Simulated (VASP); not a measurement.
Runs of VASP 6.6.1 on PbI2. Symmetry: P-3m1, No. 164, trigonal system. Conventional cell: a = 4.564 Å, b = 4.564 Å, c = 7.048 Å, α = 90.00°, β = 90.00°, γ = 120.00°. Within 4.3 Å of Pb (site symmetry -3m) lie 6 I at 3.24 Å. I (site symmetry 3m) has 3 Pb at 3.24 Å and 3 I at 4.21 Å within 4.3 Å. 

```tsv
level	k mesh	smearing	gap on the mesh (eV)	pressure (GPa)	largest force (eV/Å)
PBEsol	6 × 6 × 4	gaussian 0.01 eV	2.13	-0.5	0.11
PBEsol	8 × 8 × 1	gaussian 0.01 eV	(a)	-0.9	0.03
PBEsol	6 × 6 × 4	fermi-dirac 0.05 eV	2.13	-0.5	0.11
PBEsol+D3(BJ)	6 × 6 × 4	gaussian 0.01 eV	2.13	-1.6	0.10
```

Alike in all rows: task single point; potentials or basis VASP PAW PBE potentials, release 64 (Pb_d, I); no spin polarisation; cell as given; cutoff (eV) 500.

Problem. Estimate the missing entries.

Solution. (a) 2.61.

Caveats: some runs use coarse meshes; the PAW data sets were made with another functional, which shifts forces and pressure a little; spin-orbit coupling is left out, which moves the levels of the heavy elements; this functional lacks dispersion, which binds the layers, so the pressure and a relaxed spacing across them are unreliable (at least some runs); an odd mesh through Γ misses points on the zone boundary, where band edges can lie (at least some runs).

A k mesh can miss the band edges, and the runs leave out spin-orbit coupling on I, Pb.
